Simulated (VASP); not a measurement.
Ge, 1 atom in the cell. The structure is cubic, space group Pm-3m (No. 221). The conventional cell has a = 2.710 Å, b = 2.710 Å, c = 2.710 Å, α = 90.00°, β = 90.00°, γ = 90.00°. Ge (site symmetry m-3m) has 6 Ge at 2.71 Å within 3.6 Å. This isn't the form of Ge at room conditions, which is diamond.

- Program: VASP 6.6.1
- Task: single point
- Functional: PBEsol-based screened hybrid with 25 % exact exchange
- Potentials or basis: VASP PAW PBE potentials, release 64 (Ge_d)
- Cutoff: 520 eV
- k mesh: 5 × 5 × 5
- Occupations: fermi-dirac, width 0.05 eV
- Spin: no spin polarisation
- Dipole correction: no
- Grid for exact exchange (PRECFOCK): Normal
- Share of exact exchange: 0.25
- Further INCAR settings: ALGO = Normal; EDIFF = 1e-07; NBANDS = 13
- Screening parameter: 0.207 1/Å

Potentials or basis: VASP PAW PBE potentials, release 64 (Ge_d).

Command:

```sh
$ cat potpaw_PBE.64/Ge_d/POTCAR > POTCAR
$ cp INCAR.step1 INCAR
$ mpirun -np 1 vasp_std > vasp.out
$ cp INCAR.step2 INCAR
$ mpirun -np 1 vasp_std > vasp.out
```

Hardware: 1 thread of Intel Xeon 8259CL, on a shared host.

How long does it take, and how much memory?

Run time: 5 min on 1 thread of Intel Xeon 8259CL (shared host), peak memory 0.23 GiB. Counts: k points 10.
